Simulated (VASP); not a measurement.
# Al2O3 (P-6m2) in VASP: further runs

Al2O3 is run at these levels: PBE+D3(BJ), LDA, PBEsol, PBE; tasks: single point.

Everything below comes from runs of VASP 6.6.1. Logs are shortened: lines on timing, memory, paths and dates and some standing lists are left out, and cuts for length are marked.

## Step 1: The cell of the first run

Symmetry: P-6m2, No. 187, hexagonal system. Conventional cell: a = 2.867 Å, b = 2.867 Å, c = 7.298 Å, α = 90.00°, β = 90.00°, γ = 120.00°. Within 2.4 Å of Al (site symmetry 3m) lie 6 O at 1.79 to 2.16 Å. Within 2.4 Å of O (site symmetry 3m) lie 3 Al at 1.79 Å. Within 2.9 Å of O (site symmetry -6m2) lie 6 Al at 2.16 Å and 12 O at 2.65 to 2.87 Å.

## Step 2: Single point, PBE+D3(BJ)

Input file INCAR:

```
  ALGO = Normal
  EDIFF = 1E-6
  ENCUT = 600
  GGA = PE
  GGA_COMPAT = False
  ISIF = 2
  ISMEAR = -1
  IVDW = 12
  LASPH = True
  LCHARG = True
  LELF = True
  LREAL = False
  LVHAR = True
  LWAVE = False
  NBANDS = 20
  NELM = 120
  PREC = Accurate
  SIGMA = 0.05
```

Input file KPOINTS:

```
k-points
0
Gamma
  11 11 3
```

Input file POSCAR:

```
Al2O3
1.0
    2.8672988566      0.0000000000      0.0000000000
   -1.4336494283      2.4831536500      0.0000000000
    0.0000000000      0.0000000000      7.2977376423
Al O
2 3
Direct
    0.0000000000      0.0000000000      0.8092615002
    0.0000000000      0.0000000000      0.1907384998
    0.3333333333      0.6666666667      0.7159237996
    0.6666666667      0.3333333333      0.0000000000
    0.3333333333      0.6666666667      0.2840762004
```

Potentials or basis: VASP PAW PBE potentials, release 64 (Al, O).

Command:

```sh
> cat potpaw_PBE.64/Al/POTCAR potpaw_PBE.64/O/POTCAR > POTCAR
> mpirun -np 1 vasp_std > vasp.out
```

OUTCAR:

```text
EDIFF = 1E-6
   ENCUT = 600
   GGA = PE
   ISIF = 2
   ISMEAR = -1
   IVDW = 12
   LASPH = True
   LREAL = False
   NELM = 120
   PREC = Accurate
 IVDW          = 12

 ion  position               nearest neighbor table
   1  0.000  0.000  0.809-   3 1.79   3 1.79   3 1.79   4 2.16   4 2.16   4 2.16   2 2.78
   2  0.000  0.000  0.191-   5 1.79   5 1.79   5 1.79   4 2.16   4 2.16   4 2.16   1 2.78
   3  0.333  0.667  0.716-   1 1.79   1 1.79   1 1.79
   4  0.667  0.333  0.000-   1 2.16   2 2.16   1 2.16   2 2.16   1 2.16   2 2.16
   5  0.333  0.667  0.284-   2 1.79   2 1.79   2 1.79

  LATTYP: Found a hexagonal cell.
 ALAT       =     2.8672988566
 C/A-ratio  =     2.5451611455

  Lattice vectors:

 A1 = (   2.8672988566,   0.0000000000,   0.0000000000)
 A2 = (  -1.4336494283,   2.4831536500,   0.0000000000)
 A3 = (   0.0000000000,   0.0000000000,   7.2977376423)

Analysis of symmetry for initial positions (statically):
=====================================================================
 Subroutine PRICEL returns:
 Original cell was already a primitive cell.

 Routine SETGRP: Setting up the symmetry group for a
 hexagonal supercell.

 Subroutine GETGRP returns: Found 12 space group operations
 (whereof 12 operations were pure point group operations)
 out of a pool of 24 trial point group operations.

The static configuration has the point symmetry D_3h.

Analysis of symmetry for dynamics (positions and initial velocities):
=====================================================================
 Subroutine PRICEL returns:
 Original cell was already a primitive cell.

 Routine SETGRP: Setting up the symmetry group for a
 hexagonal supercell.

 Subroutine GETGRP returns: Found 12 space group operations
 (whereof 12 operations were pure point group operations)
 out of a pool of 24 trial point group operations.

The dynamic configuration has the point symmetry D_3h.

 Subroutine INISYM returns: Found 12 space group operations
 (whereof 12 operations are pure point group operations),
 and found     1 'primitive' translations

----------------------------------------------------------------------------------------

                                     Primitive cell

  volume of cell :      51.9595

  direct lattice vectors                    reciprocal lattice vectors
[... 85 lines left out ...]
   ISTART =      0    job   : 0-new  1-cont  2-samecut
   ICHARG =      2    charge: 1-file 2-atom 10-const
   ISPIN  =      1    spin polarized calculation?
   LNONCOLLINEAR =      F non collinear calculations
   LSORBIT =      F    spin-orbit coupling
   LASPH  =      T    aspherical Exc in radial PAW
   ENCUT  =  600.0 eV  44.10 Ry    6.64 a.u.   5.73  5.73 14.58*2*pi/ulx,y,z
   NELM   =    120;   NELMIN=  2; NELMDL= -5     # of ELM steps
   EDIFF  = 0.1E-05   stopping-criterion for ELM
   LREAL  =      F    real-space projection
[... 7 lines left out ...]
   TEBEG  =    0.0;   TEEND  =   0.0 temperature during run
   PSTRESS=    0.0 pullay stress
   NELECT =      24.0000    total number of electrons
   NUPDOWN=      -1.0000    fix difference up-down
   EMIN   =  10.00;   EMAX   =-10.00  energy-range for DOS
   EFERMI =   0.00;   METHOD = LEGACY
   ISMEAR =    -1;   SIGMA  =   0.05  broadening in eV -4-tet -1-fermi 0-gaus
   EFERMI_NEDOS =   21; number of points for ismear=-14 and -15
   IALGO  =     38    algorithm
   IMIX   =      4    mixing-type and parameters
     AMIX     =   0.40;   BMIX     =  1.00
     AMIX_MAG =   1.60;   BMIX_MAG =  1.00
  volume/ion in A,a.u.               =      10.39        70.13
  Fermi-wavevector in a.u.,A,eV,Ry     =   1.265485  2.391420 21.789079  1.601452
  Thomas-Fermi vector in A             =   2.398736
   LORBIT       =      0    0 simple, 1 ext, 2 COOP (PROOUT), +10 PAW based schemes
   GGA     = PE    functional components
   LHFCALC =     F    Hartree Fock is set to
   AEXX    =    0.0000 exact exchange contribution
   IVDW    =    12    specifies the selected vdW correction
   LEPSILON=     F    determine dielectric tensor
   LRPA    =     F    only Hartree local field effects (RPA)
 non-spin polarized calculation
  energy-cutoff  :      600.00
  volume of cell :       51.96
 maximum number of plane-waves:      1750
 NGX is ok and might be reduce to    24
   NGX = 11   NGY = 11   NGZ = 29

 number of electron      23.9999996 magnetization

 Free energy of the ion-electron system (eV)
  ---------------------------------------------------
  ext. energy  EPLUGINS =         0.00000000
  ---------------------------------------------------
  free energy    TOTEN  =       -36.35381395 eV

  energy without entropy =      -36.35381395  energy(sigma->0) =      -36.35381395

 E-fermi :   4.9181     XC(G=0): -10.3219

 val. band max:        3.7938316255   @ k =   0.0909   0.0909   0.0000
 cond. band min:       8.3362346333   @ k =   0.0000   0.0000   0.0000
 fundamental gap:      4.5424030078
 Fermi energy:         4.9181093137

 k-point     1 :       0.0000    0.0000    0.0000
  band No.  band energies     occupation
      1     -15.2635      2.00000
      2     -14.1239      2.00000
      3     -13.0264      2.00000
      4      -1.4113      2.00000
      5       1.1144      2.00000
      6       2.0898      2.00000
[... 541 lines left out ...]
     19      17.1646      0.00000
     20      18.7104      0.00000

 [... further k-points ...]

------------------------ aborting loop because EDIFF is reached ----------------------------------------

 Edisp (eV)   -0.97146

 E8    (eV) :    -0.3672

  FORCE on cell =-STRESS in cart. coord.  units (eV):
  Direction    XX          YY          ZZ          XY          YZ          ZX
  --------------------------------------------------------------------------------------
  -------------------------------------------------------------------------------------
  Total      -0.02985    -0.02985    -0.17107     0.00000     0.00000     0.00000
  in kB      -0.92031    -0.92031    -5.27499     0.00000     0.00000     0.00000
  external pressure =       -2.37 kB  Pullay stress =        0.00 kB

 VOLUME and BASIS-vectors are now :
 -----------------------------------------------------------------------------
  energy-cutoff  :      600.00
  volume of cell :       51.96
      direct lattice vectors                 reciprocal lattice vectors
     2.867298857  0.000000000  0.000000000     0.348760297  0.201356851  0.000000000
    -1.433649428  2.483153650  0.000000000     0.000000000  0.402713702  0.000000000
     0.000000000  0.000000000  7.297737642     0.000000000  0.000000000  0.137028768

 POSITION                                       TOTAL-FORCE (eV/Angst)
 -----------------------------------------------------------------------------------
      0.00000      0.00000      5.90578        -0.000000      0.000000     -0.035623
      0.00000      0.00000      1.39196        -0.000000      0.000000      0.035623
     -0.00000      1.65544      5.22462        -0.000000      0.000000      0.031482
      1.43365      0.82772      0.00000        -0.000000     -0.000000      0.000000
     -0.00000      1.65544      2.07311         0.000000     -0.000000     -0.031482
 -----------------------------------------------------------------------------------
    total drift:                                0.000000     -0.000000      0.000000

  FREE ENERGIE OF THE ION-ELECTRON SYSTEM (eV)
  ---------------------------------------------------
  free  energy   TOTEN  =       -37.3252747876 eV

  energy  without entropy=      -37.3252747876  energy(sigma->0) =      -37.32527479
```

stdout:

```text
POSCAR found type information on POSCAR AlO
 POSCAR found :  2 types and       5 ions
 scaLAPACK will be used
 LDA part: xc-table for (Slater+PW92), standard interpolation
 POSCAR, INCAR and KPOINTS ok, starting setup
 FFT: planning ... GRIDC
 FFT: planning ... GRID_SOFT
 FFT: planning ... GRID
 WAVECAR not read
 entering main loop
```

Run time: 15 s. Hardware: 1 thread of Intel Xeon 6975P-C (Granite Rapids), shared host; peak memory 0.2 GiB.

Results:

| Property | Result |
| --- | --- |
| Free energy | -37.3253 eV |
| Pressure | -0.2 GPa |
| Largest force | 0.036 eV/Å |
| Band gap on the k mesh | 4.54 eV (least direct gap 4.67 eV) |
| Dispersion energy per atom | -0.194 eV |

Forces in eV/Å, atoms in the order of the input:
```
Al   0.000  0.000 -0.036
Al   0.000  0.000  0.036
O    0.000  0.000  0.031
O    0.000  0.000  0.000
O    0.000  0.000 -0.031
```

Caveat: an odd mesh through Γ misses points on the zone boundary, where band edges can lie.

## Step 3: Single point, LDA

This run uses another cell than the first one, of 13.04 Å³/atom.

Input file INCAR:

```
SYSTEM = Al2O3
PREC = Accurate
ENCUT = 600
EDIFF = 1E-6
ISMEAR = -1
SIGMA = 0.05
LREAL = .FALSE.
LASPH = .TRUE.
NELM = 120
ALGO = Normal
ISIF = 2
LWAVE = .FALSE.
LCHARG = .FALSE.
NBANDS = 20
GGA_COMPAT = .FALSE.
```

Input file KPOINTS:

```
regular mesh
0
G
  11 11 3
  0 0 0
```

Input file POSCAR:

```
Al2O3
1.0
    2.8380542640      0.0000000000      0.0000000000
   -1.4190271320      2.4578270899      0.0000000000
    0.0000000000      0.0000000000      9.3446876387
Al O
2 3
Direct
    0.0000000000      0.0000000000      0.8531134925
    0.0000000000      0.0000000000      0.1468865075
    0.3333333333      0.6666666667      0.7816886990
    0.6666666667      0.3333333333      0.0000000000
    0.3333333333      0.6666666667      0.2183113010
```

Potentials or basis: VASP PAW LDA potentials, release 64 (Al, O).

Command:

```sh
> cat potpaw_LDA.64/Al/POTCAR potpaw_LDA.64/O/POTCAR > POTCAR
> mpirun -np 1 vasp_std > vasp.out
```

Wall time 18 s (1 thread of Intel Xeon 6975P-C (Granite Rapids), shared host); peak memory 0.18 GiB.

The run converged. Its results:

* Free energy: -40.1604 eV
* Pressure: 0.5 GPa
* Largest force: 0.035 eV/Å
* Band gap on the k mesh: 5.16 eV (least direct gap 5.44 eV)

Forces in eV/Å, atoms in the order of the input:
```
Al   0.000  0.000  0.011
Al   0.000  0.000 -0.011
O    0.000  0.000 -0.035
O    0.000  0.000  0.000
O    0.000  0.000  0.035
```

Stress tensor (GPa, compression positive):
```
 0.78  0.00  0.00
 0.00  0.78  0.00
 0.00  0.00 -0.10
```

Levels at points of the mesh, in eV from the valence-band top:
```
           k point  band 10  band 11  band 12  band 13  band 14  band 15
(0.00, 0.00, 0.00)    -0.60    -0.60    -0.28     5.16     7.62     8.20
```

Caveat: an odd mesh through Γ misses points on the zone boundary, where band edges can lie.

(Continued in part 2 of 2.)
